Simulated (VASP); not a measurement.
Set up this calculation in VASP 6.6.1, as the native input.

| Quantity | Value |
| --- | --- |
| Task | relaxation of cell and atoms |
| Functional | PBE |
| Potentials or basis | VASP PAW PBE potentials, release 64 (Ni, Al) |
| Cutoff | 600 eV |
| k mesh | 14 × 14 × 14 |
| Occupations | fermi-dirac, width 0.05 eV |
| Spin | no spin polarisation |
| Target pressure | 23 GPa |
| Dipole correction | no |
| Further INCAR settings | ALGO = Normal; EDIFF = 1e-07; IBRION = 2; EDIFFG = -0.005; NSW = 60; ISIF = 3 |

The structure of AlNi (rocksalt type) lies in POSCAR:

```
AlNi
1.0
    0.0000000000      2.3102288856      2.3102288856
    2.3102288856      0.0000000000      2.3102288856
    2.3102288856      2.3102288856      0.0000000000
Ni Al
1 1
Direct
    0.0000000000      0.0000000000      0.0000000000
    0.5000000000      0.5000000000      0.5000000000
```

These files were run (other wordings do the same):

INCAR

```
SYSTEM = AlNi
ALGO = Normal ; EDIFF = 1E-7
EDIFFG = -0.005 ; ENCUT = 600
GGA = PE ; IBRION = 2
ISIF = 3 ; ISMEAR = -1
LASPH = .TRUE. ; LCHARG = .FALSE.
LREAL = .FALSE. ; LWAVE = .FALSE.
NELM = 60 ; NSW = 60
PREC = Accurate ; PSTRESS = 230.0
SIGMA = 0.05
```

KPOINTS

```
k-points
0
G
  14 14 14
  0 0 0
```

Potentials or basis: VASP PAW PBE potentials, release 64 (Ni, Al).

Command:

```console
$ cat potpaw_PBE.64/Ni/POTCAR potpaw_PBE.64/Al/POTCAR > POTCAR
$ mpirun -np 1 vasp_std > vasp.out
```

It gave:

```yaml
Relaxed_volume: 12.32 Å³/atom
Relaxed_cell: a = 3.266 Å, b = 3.266 Å, c = 3.266 Å, α = 60.00°, β = 60.00°, γ = 60.00°
Space_group_after_relaxing_to_0.05_Å: Fm-3m (No. 225)
Energy_change_on_relaxing_the_enthalpy_is_what_falls: +1.6 meV/atom
Ionic_steps: 3
Pressure_after_relaxing: 23.0 GPa
```

Caveat: the cell is relaxed towards a set pressure, so the enthalpy falls and the energy may rise.

Run time: 28 s on 1 thread of Intel(R) Xeon(R) 6975P-C (Granite Rapids), on a shared host, peak memory 0.19 GiB.
